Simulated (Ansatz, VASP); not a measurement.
**One calculation of TePt, two programs**

```
Te Pt
1.0
     3.97984    0.00000    0.00000
    -1.98992    3.44665    0.00000
     0.00000    0.00000   20.64741
Te Pt
6 6
Cartesian
  1.9899 1.1489 19.1816
  1.9899 1.1489 15.2307
  0.0000 2.2978 5.4167
  0.0000 2.2978 1.4658
  0.0000 0.0000 12.2992
  0.0000 0.0000 8.3483
  0.0000 0.0000 17.9483
  0.0000 2.2978 16.4640
  1.9899 1.1489 4.1834
  0.0000 0.0000 2.6991
  0.0000 2.2978 11.0658
  1.9899 1.1489 9.5816
```

Alike in both runs: task single point; functional r2SCAN; k mesh 12 × 12 × 2; occupations gaussian, width 0.1 eV; no spin polarisation.

|  | VASP | Ansatz |
| --- | --- | --- |
| version | VASP 6.6.1 | Ansatz 0.2.0 |
| potentials or method | VASP PAW PBE potentials, release 64 (Te, Pt), cutoff 520 eV | scalar-relativistic, plane waves, PAW |
| valence electrons in the cell | 96 | 204 |

VASP gave:

| Property | Result |
| --- | --- |
| gap on the k mesh at the Fermi level (eV) | none |
| pressure (GPa) | -0.1 |
| rms of the force components (eV/Å) | 0.015 |

Question: Which values does Ansatz return?

Answer: gap on the k mesh at the Fermi level (eV): none; pressure (GPa): 0.0; rms of the force components (eV/Å): 0.001.

VASP's potentials were made for PBE, not for r2SCAN. Atom by atom the forces differ by 0.014 eV/Å (rms over components). A gap of «none» marks a metal or a gap that the smearing closes. VASP's potentials hold 96 valence electrons a cell and Ansatz's 204, so a difference there can come from the potentials and not from the codes.

Neither program's run includes spin-orbit coupling.
